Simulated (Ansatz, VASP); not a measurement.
## Two plane-wave programs on AlNi

```xyz
2
Lattice="2.8381 0.0000 0.0000 0.0000 2.8381 0.0000 0.0000 0.0000 2.8381" Properties=species:S:1:pos:R:3 pbc="T T T"
Al    0.0000    0.0000    0.0000
Ni    1.4190    1.4190    1.4190
```

Change from the starting cell: mode 6 frozen in at +0.000 Å, equal normal strain along x, y and z -0.0083.

Alike in both runs: task single point; functional PBEsol; k mesh 16 × 16 × 16; occupations gaussian, width 0.15 eV; no spin polarisation.

|  | VASP | Ansatz |
| --- | --- | --- |
| version | VASP 6.6.1 | Ansatz 0.2.0 |
| potentials or method | VASP PAW PBE potentials, release 64 (Al, Ni), cutoff 520 eV | scalar-relativistic, plane waves, PAW |
| valence electrons in the cell | 13 | 21 |

```csv
,VASP,Ansatz,Ansatz less VASP
gap on the k mesh at the Fermi level (eV),none,none,-
pressure (GPa),4.8,4.6,-0.20
```

VASP's potentials were made for PBE, not for PBEsol, and Ansatz warns of the same on its side. A gap of «none» marks a metal or a gap that the smearing closes. VASP's potentials hold 13 valence electrons a cell and Ansatz's 21, so a difference there can come from the potentials and not from the codes.
